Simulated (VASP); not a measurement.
# AlN (P2_1) in VASP: single point with PBE

Aim: the single point of AlN with PBE.

Program: VASP 6.6.1. These are calculated values, not measurements. Logs are shortened: lines on timing, memory, paths and dates and some standing lists are left out, and cuts for length are marked.

## 1. The cell of the first run

The structure is monoclinic, space group P2_1 (No. 4). The conventional cell has a = 3.089 Å, b = 4.944 Å, c = 3.089 Å, α = 90.00°, β = 120.00°, γ = 90.00°. Al (site symmetry 1) has 4 N at 1.83 to 1.97 Å within 2.4 Å. Within 2.4 Å of N (site symmetry 1) lie 4 Al at 1.83 to 1.97 Å.

## 2. Single point, PBE

INCAR reads:

```
SYSTEM = AlN
ALGO = Normal
EDIFF = 1E-6
ENCUT = 520
GGA = PE
ISIF = 2
ISMEAR = 0
ISYM = 0
LASPH = .True.
LCHARG = .False.
LREAL = .False.
LWAVE = .False.
NBANDS = 26
NELM = 60
PREC = Accurate
SIGMA = 0.05
```

KPOINTS reads:

```
k-points
0
Gamma
  8 8 8
  0 0 0
```

POSCAR reads:

```
AlN
1.0
   -3.0886152975      0.0000000000      0.0000000000
    0.0000000000      5.3496386204      0.0000000000
    1.5443076488     -2.6748193102     -4.9435842666
Al N
4 4
Direct
    1.0085348615      0.3266874688      0.9984853431
    0.5085348615      0.8266874688      0.9984853431
    0.2399504816      0.9217978744      0.4984853431
    0.7399504816      0.4217978744      0.4984853431
    0.7999607402      0.1288765820      0.6165087653
    0.2999607402      0.6288765820      0.6165087653
    0.0665480251      0.7376321833      0.1165087653
    0.5665480251      0.2376321833      0.1165087653
```

Potentials or basis: VASP PAW PBE potentials, release 64 (Al, N).

On the command line:

```console
$ cat potpaw_PBE.64/Al/POTCAR potpaw_PBE.64/N/POTCAR > POTCAR
$ mpirun -np 1 vasp_std > vasp.out
```

OUTCAR:

```text
SYSTEM = AlN
   EDIFF = 1E-6
   ENCUT = 520
   GGA = PE
   ISIF = 2
   ISMEAR = 0
   ISYM = 0
   LASPH = .True.
   LREAL = .False.
   NELM = 60
   PREC = Accurate

 ion  position               nearest neighbor table
   1  0.009  0.327  0.998-   8 1.83   8 1.83   5 1.89   7 1.97   4 3.00   3 3.00   3 3.06   4 3.06
                             4 3.09   3 3.09   2 3.09   2 3.09   2 3.09   2 3.09
   2  0.509  0.827  0.998-   7 1.83   7 1.83   6 1.89   8 1.97   3 3.00   4 3.00   4 3.06   3 3.06
                             3 3.09   4 3.09   1 3.09   1 3.09   1 3.09   1 3.09
   3  0.240  0.922  0.498-   5 1.83   5 1.83   7 1.89   6 1.97   2 3.00   1 3.00   1 3.06   2 3.06
                             2 3.09   1 3.09   4 3.09   4 3.09   4 3.09   4 3.09
   4  0.740  0.422  0.498-   6 1.83   6 1.83   8 1.89   5 1.97   1 3.00   2 3.00   2 3.06   1 3.06
                             1 3.09   2 3.09   3 3.09   3 3.09   3 3.09   3 3.09
   5  0.800  0.129  0.617-   3 1.83   3 1.83   1 1.89   4 1.97
   6  0.300  0.629  0.617-   4 1.83   4 1.83   2 1.89   3 1.97
   7  0.067  0.738  0.117-   2 1.83   2 1.83   3 1.89   1 1.97
   8  0.567  0.238  0.117-   1 1.83   1 1.83   4 1.89   2 1.97

IMPORTANT INFORMATION: All symmetrisations will be switched off!
NOSYMM: (Re-)initialisation of all symmetry stuff for point group C_1.

----------------------------------------------------------------------------------------

                                     Primitive cell

  volume of cell :      81.6827

  direct lattice vectors                    reciprocal lattice vectors
    -3.088615298  0.000000000  0.000000000    -0.323769684  0.000000000 -0.101141191
     0.000000000  5.349638620  0.000000000     0.000000000  0.186928514 -0.101141191
     1.544307649 -2.674819310 -4.943584267     0.000000000  0.000000000 -0.202282382

  length of vectors
     3.088615298  5.349638620  5.829113986     0.339199571  0.212536609  0.202282382

  position of ions in fractional coordinates (direct lattice)
     0.008534862  0.326687469  0.998485343
     0.508534862  0.826687469  0.998485343
     0.239950482  0.921797874  0.498485343
     0.739950482  0.421797874  0.498485343
     0.799960740  0.128876582  0.616508765
     0.299960740  0.628876582  0.616508765
     0.066548025  0.737632183  0.116508765
     0.566548025  0.237632183  0.116508765

  ion indices of the primitive-cell ions
   primitive index   ion index
                 1           1
                 2           2
                 3           3
                 4           4
                 5           5
                 6           6
                 7           7
                 8           8

----------------------------------------------------------------------------------------

 KPOINTS: k-points

Automatic generation of k-mesh.
 Grid dimensions read from file:
 generate k-points for:    8    8    8

 Generating k-lattice:

  Cartesian coordinates                     Fractional coordinates (reciprocal lattice)
    -0.040471211  0.000000000 -0.012642649     0.125000000  0.000000000 -0.000000000
     0.000000000  0.023366064 -0.012642649     0.000000000  0.125000000  0.000000000
     0.000000000  0.000000000 -0.025285298     0.000000000  0.000000000  0.125000000

  Length of vectors
     0.042399946  0.026567076  0.025285298

  Shift w.r.t. Gamma in fractional coordinates (k-lattice)
     0.000000000  0.000000000  0.000000000

 Subroutine IBZKPT returns following result:
 ===========================================

 Found    260 irreducible k-points:

 Following reciprocal coordinates:
            Coordinates               Weight
  0.000000  0.000000  0.000000      1.000000
  0.125000  0.000000  0.000000      2.000000
  0.125000  0.000000 -0.125000      2.000000
  0.250000  0.000000  0.000000      2.000000
  0.250000  0.000000 -0.250000      2.000000
  0.375000  0.000000  0.000000      2.000000
[... 16 lines left out ...]
 -0.375000 -0.125000  0.500000      2.000000
  0.500000  0.125000  0.000000      2.000000
 [... further k-points ...]
   k-points           NKPTS =    260   k-points in BZ     NKDIM =    260   number of bands    NBANDS=     26
   number of dos      NEDOS =    301   number of ions     NIONS =      8
   total plane-waves  NPLWV =  46080
   dimension x,y,z NGX =    24 NGY =   40 NGZ =   48
   dimension x,y,z NGXF=    48 NGYF=   80 NGZF=   96
   ions per type =               4   4
   NGX,Y,Z   is equivalent  to a cutoff of  12.92, 12.43, 13.69 a.u.
   NGXF,Y,Z  is equivalent  to a cutoff of  25.84, 24.86, 27.38 a.u.
 SYSTEM =  AlN
   PREC   = accura    normal or accurate (medium, high low for compatibility)
   ISTART =      0    job   : 0-new  1-cont  2-samecut
   ICHARG =      2    charge: 1-file 2-atom 10-const
   ISPIN  =      1    spin polarized calculation?
   LNONCOLLINEAR =      F non collinear calculations
   LSORBIT =      F    spin-orbit coupling
   LASPH  =      T    aspherical Exc in radial PAW
   ENCUT  =  520.0 eV  38.22 Ry    6.18 a.u.   5.74  9.95 10.84*2*pi/ulx,y,z
   NELM   =     60;   NELMIN=  2; NELMDL= -5     # of ELM steps
   EDIFF  = 0.1E-05   stopping-criterion for ELM
   LREAL  =      F    real-space projection
   EDIFFG = 0.1E-04   stopping-criterion for IOM
   NSW    =      0    number of steps for IOM
   IBRION =     -1    ionic relax: 0-MD 1-quasi-New 2-CG
   NFREE  =      0    steps in history (QN), initial steepest desc. (CG)
   ISIF   =      2    stress and relaxation
   ISYM   =      0    0-nonsym 1-usesym 2-fastsym
   POTIM  = 0.5000    time-step for ionic-motion
   TEBEG  =    0.0;   TEEND  =   0.0 temperature during run
   PSTRESS=    0.0 pullay stress
   NELECT =      32.0000    total number of electrons
   NUPDOWN=      -1.0000    fix difference up-down
   EMIN   =  10.00;   EMAX   =-10.00  energy-range for DOS
   EFERMI =   0.00;   METHOD = LEGACY
   ISMEAR =     0;   SIGMA  =   0.05  broadening in eV -4-tet -1-fermi 0-gaus
   EFERMI_NEDOS =   21; number of points for ismear=-14 and -15
   IALGO  =     38    algorithm
   IMIX   =      4    mixing-type and parameters
     AMIX     =   0.40;   BMIX     =  1.00
     AMIX_MAG =   1.60;   BMIX_MAG =  1.00
  volume/ion in A,a.u.               =      10.21        68.90
  Fermi-wavevector in a.u.,A,eV,Ry     =   1.197884  2.263672 19.523354  1.434926
  Thomas-Fermi vector in A             =   2.333787
   LORBIT       =      0    0 simple, 1 ext, 2 COOP (PROOUT), +10 PAW based schemes
   GGA     = PE    functional components
   LHFCALC =     F    Hartree Fock is set to
   AEXX    =    0.0000 exact exchange contribution
   IVDW    =     0    specifies the selected vdW correction
   LEPSILON=     F    determine dielectric tensor
   LRPA    =     F    only Hartree local field effects (RPA)
 non-spin polarized calculation
 Gauss-broadening in eV      SIGMA  =   0.05
  energy-cutoff  :      520.00
  volume of cell :       81.68
 maximum number of plane-waves:      2228
   NGX = 11   NGY = 19   NGZ = 21

 number of electron      32.0000001 magnetization

 Free energy of the ion-electron system (eV)
  ---------------------------------------------------
  ext. energy  EPLUGINS =         0.00000000
  ---------------------------------------------------
  free energy    TOTEN  =       -59.18235999 eV

  energy without entropy =      -59.18235999  energy(sigma->0) =      -59.18235999

 E-fermi :   6.6379     XC(G=0): -11.0073

 val. band max:        6.3937733413   @ k =   0.0000   0.0000   0.0000
 cond. band min:      10.7456644969   @ k =   0.0000   0.0000   0.0000
 fundamental gap:      4.3518911557
 Fermi energy:         6.6379066828

 k-point     1 :       0.0000    0.0000    0.0000
  band No.  band energies     occupation
      1      -8.9595      2.00000
      2      -6.7411      2.00000
      3      -6.5651      2.00000
      4      -6.5651      2.00000
      5       0.2731      2.00000
      6       0.8431      2.00000
[... 18 lines left out ...]
     25      17.9128      0.00000
     26      18.5866      0.00000

 k-point     2 :       0.1250    0.0000    0.0000
  band No.  band energies     occupation
      1      -8.7897      2.00000
      2      -6.6875      2.00000
      3      -6.5928      2.00000
      4      -6.4198      2.00000
      5       0.5075      2.00000
      6       0.8794      2.00000
[... 18 lines left out ...]
     25      17.2761      0.00000
     26      18.0982      0.00000

 k-point     3 :       0.1250    0.0000   -0.1250
  band No.  band energies     occupation
      1      -8.7897      2.00000
      2      -6.6875      2.00000
      3      -6.5928      2.00000
      4      -6.4198      2.00000
      5       0.5075      2.00000
      6       0.8794      2.00000
[... 18 lines left out ...]
     25      17.2761      0.00000
     26      18.0983      0.00000

 k-point     4 :       0.2500    0.0000    0.0000
  band No.  band energies     occupation
      1      -8.3067      2.00000
      2      -6.5445      2.00000
      3      -6.4932      2.00000
      4      -6.2797      2.00000
      5       1.1206      2.00000
      6       1.2919      2.00000
[... 18 lines left out ...]
     25      17.9049      0.00000
     26      18.2025      0.00000

 k-point     5 :       0.2500    0.0000   -0.2500
  band No.  band energies     occupation
      1      -8.3067      2.00000
      2      -6.5445      2.00000
      3      -6.4932      2.00000
      4      -6.2797      2.00000
      5       1.1206      2.00000
      6       1.2919      2.00000
[... 18 lines left out ...]
     25      17.9048      0.00000
     26      18.2286      0.00000

 k-point     6 :       0.3750    0.0000    0.0000
  band No.  band energies     occupation
      1      -7.6019      2.00000
      2      -6.3830      2.00000
      3      -6.3753      2.00000
      4      -6.3405      2.00000
      5       1.4694      2.00000
      6       1.5627      2.00000
[... 427 lines left out ...]
 k-point    21 :       0.3750   -0.1250   -0.3750
  band No.  band energies     occupation
      1      -7.4892      2.00000
      2      -6.4675      2.00000
      3      -6.4645      2.00000
      4      -6.3257      2.00000
      5       1.3149      2.00000
      6       1.4217      2.00000
[... 18 lines left out ...]
     25      17.4541      0.00000
     26      17.9256      0.00000

 k-point    22 :      -0.3750    0.1250   -0.1250
  band No.  band energies     occupation
      1      -7.4892      2.00000
      2      -6.4675      2.00000
      3      -6.4645      2.00000
      4      -6.3257      2.00000
      5       1.3149      2.00000
      6       1.4217      2.00000
[... 18 lines left out ...]
     25      17.4541      0.00000
     26      17.8692      0.00000

 k-point    23 :      -0.3750   -0.1250    0.5000
  band No.  band energies     occupation
      1      -7.4856      2.00000
      2      -6.5059      2.00000
      3      -6.4703      2.00000
      4      -6.2836      2.00000
      5       1.2565      2.00000
      6       1.4259      2.00000
[... 18 lines left out ...]
     25      17.3757      0.00000
     26      17.9558      0.00000

 k-point    24 :       0.5000    0.1250    0.0000
  band No.  band energies     occupation
      1      -6.9114      2.00000
      2      -6.7861      2.00000
      3      -6.3550      2.00000
      4      -6.2412      2.00000
      5       1.1181      2.00000
      6       1.2536      2.00000
[... 18 lines left out ...]
     25      17.5222      0.00000
     26      17.6743      0.00000

 [... further k-points ...]

------------------------ aborting loop because EDIFF is reached ----------------------------------------

  FORCE on cell =-STRESS in cart. coord.  units (eV):
  Direction    XX          YY          ZZ          XY          YZ          ZX
  --------------------------------------------------------------------------------------
  -------------------------------------------------------------------------------------
  Total        9.4394541      1.0702935      4.5460981      0.0237259      0.0000409     -0.0000074
  in kB      185.1515095     20.9934235     89.1700841      0.4653741      0.0008016     -0.0001451
  external PRESSURE =      98.4383390 kB  Pullay stress =       0.0000000 kB

 VOLUME and BASIS-vectors are now :
 -----------------------------------------------------------------------------
  energy-cutoff  :      520.00
  volume of cell :       81.68
      direct lattice vectors                 reciprocal lattice vectors
    -3.088615298  0.000000000  0.000000000    -0.323769684  0.000000000 -0.101141191
     0.000000000  5.349638620  0.000000000     0.000000000  0.186928514 -0.101141191
     1.544307649 -2.674819310 -4.943584267     0.000000000  0.000000000 -0.202282382

 POSITION                                       TOTAL-FORCE (eV/Angst)
 -----------------------------------------------------------------------------------
      1.51561     -0.92311     -4.93610         0.183208      1.211752      0.145246
     -0.02870      1.75171     -4.93610         0.183209      1.211752      0.145247
      0.02870      3.59793     -2.46430        -0.183225     -1.211766      0.145234
     -1.51561      0.92311     -2.46430        -0.183225     -1.211764      0.145233
     -1.51869     -0.95961     -3.04776        -0.067035      1.358670     -0.145264
      0.02562      1.71521     -3.04776        -0.067039      1.358667     -0.145266
     -0.02562      3.63443     -0.57597         0.067053     -1.358655     -0.145217
     -1.56992      0.95961     -0.57597         0.067055     -1.358655     -0.145212
 -----------------------------------------------------------------------------------
    total drift:                                0.000061      0.000024     -0.001629

  FREE ENERGIE OF THE ION-ELECTRON SYSTEM (eV)
  ---------------------------------------------------
  free  energy   TOTEN  =       -59.1823599857 eV

  energy  without entropy=      -59.1823599857  energy(sigma->0) =      -59.18235999
```

Wall time 4.3 min (1 thread of Intel Xeon 6975P-C (Granite Rapids), shared host); peak memory 0.49 GiB.

Results:

* Free energy: -59.1824 eV
* Pressure: 9.8 GPa
* Largest force: 1.368 eV/Å
* Band gap on the k mesh: 4.35 eV

Forces in eV/Å, atoms in the order of the input:
```
Al   0.183  1.212  0.145
Al   0.183  1.212  0.145
Al  -0.183 -1.212  0.145
Al  -0.183 -1.212  0.145
N   -0.067  1.359 -0.145
N   -0.067  1.359 -0.145
N    0.067 -1.359 -0.145
N    0.067 -1.359 -0.145
```

Stress tensor (GPa, compression positive):
```
18.52  0.05  0.00
 0.05  2.10  0.00
 0.00  0.00  8.92
```

Caveat: the cell stands under pressure; forces of over 1 eV/Å act on the atoms, so gaps and moduli don't describe the material at rest.
